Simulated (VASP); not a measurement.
The system is SnO (rocksalt type).

```
Sn O
1.0
     0.00000    2.23228    2.23228
     2.23228    0.00000    2.23228
     2.23228    2.23228    0.00000
Sn O
1 1
Cartesian
  0.0000 0.0000 0.0000
  2.2323 2.2323 2.2323
```

```yaml
Program: VASP 6.6.1
Task: relaxation of cell and atoms
Functional: PBE
Potentials_or_basis: VASP PAW PBE potentials, release 64 (Sn_d, O)
Cutoff: 600 eV
k_mesh: 14 × 14 × 14
Occupations: fermi-dirac, width 0.03 eV
Spin: no spin polarisation
```

At the start: pressure 93.4 GPa; volume 11.12 Å³/atom.

Question: How do energy, volume and symmetry change on relaxing?

Answer: Over 5 steps the energy falls by 1137.7 meV/atom and the volume is 16.66 Å³/atom (+49.8 %); space group Fm-3m (No. 225, to 0.1 Å) before and after.

Step by step:
```csv
step,energy change (eV),largest force (eV/Å),pressure (GPa),volume (Å³)
1,0.0000,0.0000,93.41,22.25
2,-0.7871,0.0000,-21.83,50.34
3,-2.2710,0.0000,-1.97,34.03
4,-2.2747,0.0000,-0.82,33.61
5,-2.2754,0.0000,0.02,33.33
```

Final structure:
```
Sn O
1.0
     0.00000    2.55420    2.55420
     2.55420    0.00000    2.55420
     2.55420    2.55420    0.00000
Sn O
1 1
Direct
  0.00000 0.00000 0.00000
  0.50000 0.50000 0.50000
```

Caveat: the volume moved by over 15 % at a fixed basis, so the end points are rough.
